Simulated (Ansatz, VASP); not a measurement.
NaOs in VASP and in Ansatz

```
Na Os
1.0
     2.76869    0.00000    0.00000
    -1.38435    2.39776    0.00000
     0.00000    0.00000   15.95420
Na Os
3 3
Cartesian
  0.0000 1.5985 -0.1161
  0.0000 0.0000 8.3212
  0.0000 1.5985 5.0836
  0.0000 0.0000 13.0647
  0.0000 1.5985 11.0403
  0.0000 0.0000 2.4918
```

Change from the starting cell: species swapped into the CeMg type (P3m1, No. 156).

Alike in both runs: functional PBE; k mesh 7 × 7 × 1; occupations gaussian, width 0.2 eV; no spin polarisation.

Ansatz relaxed the structure, and its values are those at the end. VASP's run is a single point on that final structure, the one shown.

|  | VASP | Ansatz |
| --- | --- | --- |
| version | VASP 6.6.1 | Ansatz 0.2.0 |
| potentials or method | VASP PAW PBE potentials, release 64 (Na_pv, Os), cutoff 520 eV | scalar-relativistic, plane waves, PAW |
| valence electrons in the cell | 45 | 75 |

|  | VASP | Ansatz | Ansatz less VASP |
| --- | --- | --- | --- |
| gap on the k mesh at the Fermi level (eV) | none | none | - |
| pressure (GPa) | 0.0 | 0.1 | +0.09 |
| rms of the force components (eV/Å) | 0.029 | 0.026 | -0.0028 |

A gap of «none» marks a metal or a gap that the smearing closes. With one functional, cell and mesh, what is left measures potentials, basis and numerics. VASP's potentials hold 45 valence electrons a cell and Ansatz's 75, so a difference there can come from the potentials and not from the codes.

The k mesh is coarse, so the values compare programs but aren't converged. Spin-orbit coupling is off throughout.
